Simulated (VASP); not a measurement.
Set up this calculation in VASP 6.6.1, as the native input.

```
Task                   : single point
Functional             : PBEsol
Potentials or basis    : VASP PAW PBE potentials, release 64 (Mn_pv)
Cutoff                 : 520 eV
k mesh                 : 12 × 12 × 12
Occupations            : fermi-dirac, width 0.05 eV
Spin                   : collinear spin, antiferromagnetic start
Starting moments       : [1.516, -1.516] μB
Dipole correction      : no
Further INCAR settings : ALGO = Normal; EDIFF = 1e-06; NBANDS = 24
```

The structure of Mn lies in POSCAR:

```
Mn
1.0
    0.0000000000      2.5522842767      2.5522842767
    2.5522842767      0.0000000000      2.5522842767
    2.5522842767      2.5522842767      0.0000000000
Mn
2
Direct
    0.1250000000      0.1250000000      0.1250000000
    0.8750000000      0.8750000000      0.8750000000
```

This isn't the form of Mn at room conditions, which is a 58-atom cubic cell.

These files were run (other wordings do the same):

INCAR

```
  ALGO = Normal
  EDIFF = 1E-6
  ENCUT = 520
  GGA = PS
  ISIF = 2
  ISMEAR = -1
  ISPIN = 2
  LASPH = T
  LCHARG = T
  LELF = T
  LMAXMIX = 4
  LORBIT = 11
  LREAL = F
  LVHAR = T
  LWAVE = F
  MAGMOM = 1.516 -1.516
  NBANDS = 24
  NELM = 150
  PREC = Accurate
  SIGMA = 0.05
```

KPOINTS

```
k-points
0
Gamma
  12 12 12
```

Potentials or basis: VASP PAW PBE potentials, release 64 (Mn_pv).

Launch:

```bash
$ cat potpaw_PBE.64/Mn_pv/POTCAR > POTCAR
$ mpirun -np 1 vasp_std > vasp.out
```

Results of the run:

| Property | Result |
| --- | --- |
| Pressure | -4.5 GPa |
| Band gap on the k mesh | zero (filled and empty bands overlap) |
| Net moment | 0.00 μB per cell |
| Site moments | Mn +2.11, -2.11 μB |
| Valence electrons inside the program's atomic spheres | Mn 11.90 |

Caveat: the cell stands under tension; the antiferromagnetic order is the one typed at the start, and another may lie lower; the PAW data sets were made with another functional, which shifts forces and pressure a little.

Run time: 73 s on 1 thread of Intel(R) Xeon(R) Platinum 8488C (Sapphire Rapids), on a shared host, peak memory 0.22 GiB.
